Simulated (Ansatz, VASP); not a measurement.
## Cu in VASP and in Ansatz

File POSCAR:

```
Cu
1.0
    1.2019959458     -3.9226365845      0.0000000000
    1.2019959458      3.9226365845      0.0000000000
    0.0000000000      0.0000000000      2.4420387800
Cu
2
Direct
    0.8661333500      0.1338666500      0.7500000000
    0.1338666500      0.8661333500      0.2500000000
```

The input INCAR.step1:

```
SYSTEM = Cu
  PREC = Accurate
  ENCUT = 520
  ISMEAR = -1
  SIGMA = 0.05
  LREAL = .False.
  LASPH = .True.
  NELM = 60
  NBANDS = 18
  GGA = PE
  ALGO = Normal
  EDIFF = 1E-4
  LWAVE = .True.
  LCHARG = .False.
```

INCAR.step2

```
SYSTEM = Cu
  PREC = Accurate
  ENCUT = 520
  EDIFF = 1E-7
  ISMEAR = -1
  SIGMA = 0.05
  LREAL = .False.
  LASPH = .True.
  NELM = 60
  ALGO = Normal
  ISIF = 2
  LWAVE = .False.
  LCHARG = .False.
  METAGGA = R2SCAN
  LMIXTAU = .True.
  NBANDS = 18
  ISTART = 1
```

KPOINTS

```
Automatic mesh
0
Gamma
  11 11 11
  0 0 0
```

The input input.yaml:

```yaml
crystal:
  lattice:
    - [1.2019959458, -3.9226365845, 0.0]
    - [1.2019959458, 3.9226365845, 0.0]
    - [0.0, 0.0, 2.44203878]
  atoms:
    - { symbol: Cu, position: [0.86613335, 0.13386665, 0.75] }
    - { symbol: Cu, position: [0.13386665, 0.86613335, 0.25] }
hamiltonian:
  xc: r2scan
  pseudopotentials: { kind: paw }
kpoints:
  mp_grid: { grid: [11, 11, 11] }
scf:
  occupations: { method: fermi_dirac, width: 0.05 }
output:
  forces: true
  stress: true
  eigenvalues: true
  write_density: true
  write_potential: true
  elf: true
  volumetric_format: npy
```

Alike in both runs: task single point; functional r2SCAN; k mesh 11 × 11 × 11; occupations fermi-dirac, width 0.05 eV; no spin polarisation.

|  | VASP | Ansatz |
| --- | --- | --- |
| version | VASP 6.6.1 | Ansatz 0.2.0 |
| potentials or method | VASP PAW PBE potentials, release 64 (Cu) | Ansatz PAW |
| plane-wave cutoff (eV) | 520 | 500 |
| valence electrons in the cell | 22 | 38 |

|  | VASP | Ansatz | Ansatz less VASP |
| --- | --- | --- | --- |
| gap on the k mesh at the Fermi level (eV) | none | none | - |
| pressure (GPa) | 7.5 | 6.9 | -0.62 |
| traceless stress, the component that is largest in VASP (GPa) | 0.61 | 0.68 | +0.075 |
| rms of the force components (eV/Å) | 0.046 | 0.040 | -0.0067 |

VASP's potentials were made for PBE, not for r2SCAN. Atom by atom the forces differ by 0.007 eV/Å (rms over components). A gap of «none» marks a metal or a gap that the smearing closes. VASP's potentials hold 22 valence electrons a cell and Ansatz's 38, so a difference there can come from the potentials and not from the codes.
